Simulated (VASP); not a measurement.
The system is CdO.

```
CELL_PARAMETERS angstrom
0.00000 2.35300 2.35300
2.35300 0.00000 2.35300
2.35300 2.35300 0.00000
ATOMIC_POSITIONS crystal
Cd 0.00000 0.00000 0.00000
O 0.50000 0.50000 0.50000
```

Base run:

```yaml
Program: VASP 6.6.1
Functional: r2SCAN
Potentials_or_basis: VASP PAW PBE potentials, release 64 (Cd_sv_GW, O)
Cutoff: 770 eV
k_mesh: 10 × 10 × 10
Occupations: fermi-dirac, width 0.02 eV
Spin: no spin polarisation
```

Its results: band gap on the k mesh 0.10 eV (least direct gap 1.46 eV); pressure -0.4 GPa.

Question: The run is repeated on the same cell with these changes: functional from r2SCAN to PBE; cutoff from 770 eV to 700 eV. What comes out?

Answer: Band gap on the k mesh zero (bands 13 and 14 overlap by 0.42 eV); pressure 5.2 GPa.

Caveats: semilocal functionals underestimate gaps, and a narrow one can read as zero; the PAW data sets were made with another functional, which shifts forces and pressure a little (at least some runs); the cell stands under pressure (at least some runs).

A k mesh can miss the band edges.
